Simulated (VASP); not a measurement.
Set up this calculation in VASP 6.6.1, as the native input.

```yaml
Task: relaxation of cell and atoms
Functional: PBE
Potentials_or_basis: VASP PAW PBE potentials, release 64 (Pt, Se)
Cutoff: 600 eV
k_mesh: 6 × 6 × 4
Occupations: gaussian, width 0.1 eV
Spin: no spin polarisation
Dipole_correction: no
Further_INCAR_settings: ALGO = Normal; EDIFF = 1e-06; IBRION = 2; EDIFFG = -0.04; NSW = 90; ISIF = 3
```

The structure of PtSe2 lies in POSCAR:

```
PtSe2
1.0
    3.7240006300      0.0000000000      0.0000000000
   -1.8620003200      3.2250791500      0.0000000000
    0.0000000000      0.0000000000      5.0619998000
Pt Se
1 2
Direct
    0.0000000000      0.0000000000      0.0000000000
    0.3333333300      0.6666666700      0.2500000000
    0.6666666700      0.3333333300      0.7500000000
```

These files were run (other wordings do the same):

INCAR

```
SYSTEM = PtSe2
ALGO     = Normal         ! electronic algorithm
EDIFF    = 1E-6           ! SCF threshold, eV
EDIFFG   = -0.04          ! ionic threshold
ENCUT    = 600            ! plane-wave cutoff, eV
GGA      = PE             ! functional
IBRION   = 2              ! ionic algorithm
ISIF     = 3              ! what is computed and relaxed
ISMEAR   = 0              ! smearing method
LASPH    = .True.         ! aspherical terms in the spheres
LCHARG   = .False.        ! write CHGCAR
LREAL    = .False.        ! projectors in reciprocal space
LWAVE    = .False.        ! write WAVECAR
NELM     = 100            ! most SCF steps
NSW      = 90             ! ionic steps
PREC     = Accurate       ! precision mode
SIGMA    = 0.1            ! smearing width, eV
```

KPOINTS

```
k-points
0
Gamma
  6 6 4
  0 0 0
```

Potentials or basis: VASP PAW PBE potentials, release 64 (Pt, Se).

Launch:

```sh
$ cat potpaw_PBE.64/Pt/POTCAR potpaw_PBE.64/Se/POTCAR > POTCAR
$ mpirun -np 1 vasp_std > vasp.out
```

It gave:

```
Relaxed volume                        : 24.40 Å³/atom
Relaxed cell                          : a = 3.751 Å, b = 3.751 Å, c = 6.009 Å, α = 90.00°, β = 90.00°, γ = 120.00°
Space group after relaxing (to 0.1 Å) : P-3m1 (No. 164)
Energy gained by relaxing             : 35.9 meV/atom
Ionic steps                           : 21
Pressure after relaxing               : 0.2 GPa
Largest force after relaxing          : 0.033 eV/Å
Band gap on the k mesh                : 0.91 eV (least direct gap 1.25 eV)
```

Caveat: the volume moved by over 15 % at a fixed basis, so the end points are rough; spin-orbit coupling is left out, which moves the levels of the heavy elements; this functional lacks dispersion, which binds layers or chains, so the pressure and a relaxed spacing across them are unreliable.

It took 10 min on 1 thread of AMD EPYC 7R13, with other jobs on the host, peak memory 0.18 GiB.
